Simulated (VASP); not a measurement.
# TlCl (Pm-3m) in VASP: a series of runs, part 2 of 2

VASP 6.6.1.

**3. Relaxation of cell and atoms, PBEsol, target pressure 4 GPa, at which the enthalpy is minimised**

Input file INCAR:

```
ALGO = Normal
EDIFF = 1E-7
EDIFFG = -0.002
ENCUT = 500
GGA = PS
GGA_COMPAT = F
IBRION = 2
ISIF = 3
ISMEAR = 0
LASPH = T
LCHARG = F
LREAL = F
LWAVE = F
NELM = 120
NELMIN = 4
NSW = 100
PREC = Accurate
PSTRESS = 40.0
SIGMA = 0.01
```

Input file KPOINTS:

```
k-points
0
Gamma
  6 6 6
```

Input file POSCAR:

```
TlCl
1.0
    3.7692256933      0.0000000000      0.0000000000
    0.0000000000      3.7692256933      0.0000000000
    0.0000000000      0.0000000000      3.7692256933
Tl Cl
1 1
Direct
    0.0000000000      0.0000000000      0.0000000000
    0.5000000000      0.5000000000      0.5000000000
```

Potentials or basis: VASP PAW PBE potentials, release 64 (Tl_d, Cl).

The run is started by

```console
$ cat potpaw_PBE.64/Tl_d/POTCAR potpaw_PBE.64/Cl/POTCAR > POTCAR
$ mpirun -np 1 vasp_std > vasp.out
```

OUTCAR:

```text
EDIFF = 1E-7
   EDIFFG = -0.002
   ENCUT = 500
   GGA = PS
   IBRION = 2
   ISIF = 3
   ISMEAR = 0
   LASPH = T
   LREAL = F
   NELM = 120
   NELMIN = 4
   NSW = 100
   PREC = Accurate
   PSTRESS = 40.0

 ion  position               nearest neighbor table
   1  0.000  0.000  0.000-   2 3.26   2 3.26   2 3.26   2 3.26   2 3.26   2 3.26   2 3.26   2 3.26

   2  0.500  0.500  0.500-   1 3.26   1 3.26   1 3.26   1 3.26   1 3.26   1 3.26   1 3.26   1 3.26

  LATTYP: Found a simple cubic cell.
 ALAT       =     3.7692256933

  Lattice vectors:

 A1 = (   3.7692256933,   0.0000000000,   0.0000000000)
 A2 = (   0.0000000000,   3.7692256933,   0.0000000000)
 A3 = (   0.0000000000,   0.0000000000,   3.7692256933)

Analysis of symmetry for initial positions (statically):
=====================================================================
 Subroutine PRICEL returns:
 Original cell was already a primitive cell.

 Routine SETGRP: Setting up the symmetry group for a
 simple cubic supercell.

 Subroutine GETGRP returns: Found 48 space group operations
 (whereof 48 operations were pure point group operations)
 out of a pool of 48 trial point group operations.

The static configuration has the point symmetry O_h .

Analysis of symmetry for dynamics (positions and initial velocities):
=====================================================================
 Subroutine PRICEL returns:
 Original cell was already a primitive cell.

 Routine SETGRP: Setting up the symmetry group for a
 simple cubic supercell.

 Subroutine GETGRP returns: Found 48 space group operations
 (whereof 48 operations were pure point group operations)
 out of a pool of 48 trial point group operations.

The dynamic configuration has the point symmetry O_h .

 Subroutine INISYM returns: Found 48 space group operations
 (whereof 48 operations are pure point group operations),
 and found     1 'primitive' translations

----------------------------------------------------------------------------------------

                                     Primitive cell

  volume of cell :      53.5496
[... 96 lines left out ...]
   NUPDOWN=      -1.0000    fix difference up-down
   EMIN   =  10.00;   EMAX   =-10.00  energy-range for DOS
   EFERMI =   0.00;   METHOD = LEGACY
   ISMEAR =     0;   SIGMA  =   0.01  broadening in eV -4-tet -1-fermi 0-gaus
   EFERMI_NEDOS =   21; number of points for ismear=-14 and -15
   IALGO  =     38    algorithm
   IMIX   =      4    mixing-type and parameters
     AMIX     =   0.40;   BMIX     =  1.00
     AMIX_MAG =   1.60;   BMIX_MAG =  1.00
  volume/ion in A,a.u.               =      26.77       180.69
  Fermi-wavevector in a.u.,A,eV,Ry     =   1.178961  2.227913 18.911397  1.389948
  Thomas-Fermi vector in A             =   2.315280
   LORBIT       =      0    0 simple, 1 ext, 2 COOP (PROOUT), +10 PAW based schemes
   GGA     = PS    functional components
   LHFCALC =     F    Hartree Fock is set to
   AEXX    =    0.0000 exact exchange contribution
   IVDW    =     0    specifies the selected vdW correction
   LEPSILON=     F    determine dielectric tensor
   LRPA    =     F    only Hartree local field effects (RPA)
 conjugate gradient relaxation of ions
 non-spin polarized calculation
 Gauss-broadening in eV      SIGMA  =   0.01
  energy-cutoff  :      500.00
  volume of cell :       53.55
 maximum number of plane-waves:      1388
 NGX is ok and might be reduce to    28
   NGX = 13   NGY = 13   NGZ = 13

--------------------------------------- Ionic step        1  -------------------------------------------

 number of electron      20.0000008 magnetization

 Free energy of the ion-electron system (eV)
  ---------------------------------------------------
  ext. energy  EPLUGINS =         0.00000000
  ---------------------------------------------------
  free energy    TOTEN  =        -6.46876526 eV

  energy without entropy =       -6.46876526  energy(sigma->0) =       -6.46876526

 E-fermi :   3.3239     XC(G=0):  -9.6202

 val. band max:        3.1996124218   @ k =   0.5000   0.0000   0.0000
 cond. band min:       4.9997976030   @ k =   0.5000   0.0000   0.0000
 fundamental gap:      1.8001851812
 Fermi energy:         3.3239155327

 k-point     1 :       0.0000    0.0000    0.0000
  band No.  band energies     occupation
      1     -10.9065      2.00000
      2      -6.8287      2.00000
      3      -6.8287      2.00000
      4      -6.5411      2.00000
      5      -6.5411      2.00000
      6      -6.5411      2.00000
      7      -1.5664      2.00000
      8       1.4071      2.00000
      9       1.4071      2.00000
     10       1.4071      2.00000
     11      10.7298      0.00000
     12      10.7298      0.00000
     13      11.1312      0.00000
     14      11.1312      0.00000
[... 396 lines left out ...]
--------------------------------------- Ionic step        3  -------------------------------------------

 number of electron      19.9999992 magnetization

 Free energy of the ion-electron system (eV)
  ---------------------------------------------------
  ext. energy  EPLUGINS =         0.00000000
  ---------------------------------------------------
  free energy    TOTEN  =        -6.41110702 eV

  energy without entropy =       -6.41110702  energy(sigma->0) =       -6.41110702

 E-fermi :   4.6060     XC(G=0): -10.1388

 val. band max:        4.5388610143   @ k =   0.5000   0.0000   0.0000
 cond. band min:       6.0288212832   @ k =   0.5000   0.0000   0.0000
 fundamental gap:      1.4899602689
 Fermi energy:         4.6060494838

 k-point     1 :       0.0000    0.0000    0.0000
  band No.  band energies     occupation
      1     -10.3536      2.00000
      2      -5.8359      2.00000
      3      -5.8359      2.00000
      4      -5.4523      2.00000
      5      -5.4523      2.00000
      6      -5.4523      2.00000
      7      -0.5362      2.00000
      8       2.1744      2.00000
      9       2.1744      2.00000
     10       2.1744      2.00000
     11      11.7225      0.00000
     12      11.7225      0.00000
     13      12.8413      0.00000
     14      12.8413      0.00000
[... 354 lines left out ...]
  energy  without entropy=       -6.4111070240  energy(sigma->0) =       -6.41110702

  enthalpy is  TOTEN    =        -5.2051039007 eV   P V=        1.2060031232

 reached required accuracy - stopping structural energy minimisation
```

OSZICAR:

```text
N       E                     dE             d eps       ncg     rms          rms(c)
DAV:   1     0.983160449948E+02    0.98316E+02   -0.10216E+04   592   0.125E+03
DAV:   2    -0.267032781309E+01   -0.10099E+03   -0.97971E+02   722   0.252E+02
DAV:   3    -0.674257879196E+01   -0.40723E+01   -0.40659E+01   626   0.463E+01
[... 26 lines left out ...]
DAV:   3    -0.641110737387E+01    0.22196E-03   -0.84069E-04   560   0.254E-01    0.622E-02
DAV:   4    -0.641110680050E+01    0.57336E-06   -0.22998E-05   560   0.397E-02    0.144E-02
DAV:   5    -0.641110686605E+01   -0.65543E-07   -0.39283E-06   614   0.161E-02    0.385E-03
DAV:   6    -0.641110697745E+01   -0.11140E-06   -0.29531E-07   530   0.442E-03    0.134E-03
DAV:   7    -0.641110702396E+01   -0.46512E-07   -0.20264E-08   280   0.134E-03
   3 F= -.52051039E+01 E0= -.52051039E+01  d E =-.732599E-01
```

CONTCAR:

```text
TlCl
   1.00000000000000
     3.6419418551893488    0.0000000000000000    0.0000000000000000
    -0.0000000000000000    3.6419418551893488    0.0000000000000000
    -0.0000000000000000    0.0000000000000000    3.6419418551893488
  Tl              Cl
     1     1
Direct
     0.0000000000000000    0.0000000000000000    0.0000000000000000
     0.5000000000000000    0.5000000000000000    0.5000000000000000

  0.00000000E+00  0.00000000E+00  0.00000000E+00
  0.00000000E+00  0.00000000E+00  0.00000000E+00
```

It took 59 s on 1 thread of Intel Xeon Platinum 8259CL at 2.50GHz (Skylake/Cascade Lake), shared host; peak memory 0.16 GiB.

What came out:

```yaml
Free_energy: -6.4111 eV
Relaxed_volume: 24.15 Å³/atom
Relaxed_cell: a = 3.642 Å, b = 3.642 Å, c = 3.642 Å, α = 90.00°, β = 90.00°, γ = 90.00°
Space_group_after_relaxing_to_0.1_Å: Pm-3m (No. 221)
Energy_change_on_relaxing_the_run_minimises_the_enthalpy: +28.8 meV/atom
Ionic_steps: 3
Pressure_after_relaxing: 4.0 GPa
Band_gap_on_the_k_mesh: 1.49 eV
```

Step by step:
```csv
step,energy change (eV),largest force (eV/Å),pressure (GPa),volume (Å³)
1,0.0000,0.0000,-0.06,53.55
2,0.0539,0.0000,3.84,48.46
3,0.0577,0.0000,4.00,48.31
```

Final structure:
```cif
data_structure
_symmetry_space_group_name_H-M 'P 1'
_symmetry_Int_Tables_number 1
_cell_length_a 3.6419
_cell_length_b 3.6419
_cell_length_c 3.6419
_cell_angle_alpha 90.000
_cell_angle_beta 90.000
_cell_angle_gamma 90.000
_cell_volume 48.31
loop_
_atom_site_label
_atom_site_type_symbol
_atom_site_fract_x
_atom_site_fract_y
_atom_site_fract_z
_atom_site_occupancy
Tl1 Tl 0.00000 0.00000 0.00000 1
Cl1 Cl 0.50000 0.50000 0.50000 1
```

Caveat: the cell is relaxed towards a set pressure, so the run minimises the enthalpy, not the energy; the PAW data sets were made with another functional, which shifts forces and pressure a little; spin-orbit coupling is left out, which moves the levels of the heavy elements.
